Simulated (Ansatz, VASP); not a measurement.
## Two plane-wave programs on Sr

```xyz
1
Lattice="0.0000 3.0423 3.0423 3.0423 0.0000 3.0423 3.0423 3.0423 0.0000" Properties=species:S:1:pos:R:3 pbc="T T T"
Sr    0.0000    0.0000    0.0000
```

Alike in both runs: task single point; functional PBE; k mesh 7 × 7 × 7; no spin polarisation.

```csv
,VASP,Ansatz
version,VASP 6.6.1,Ansatz 0.2.0
potentials or method,"VASP PAW PBE potentials, release 64 (Sr_sv), cutoff 500 eV","plane waves, PAW"
occupations,"gaussian, width 0.1 eV",gaussian
valence electrons in the cell,10,10
```

```csv
,VASP,Ansatz,Ansatz less VASP
pressure (GPa),-0.3,-0.3,0.00
```
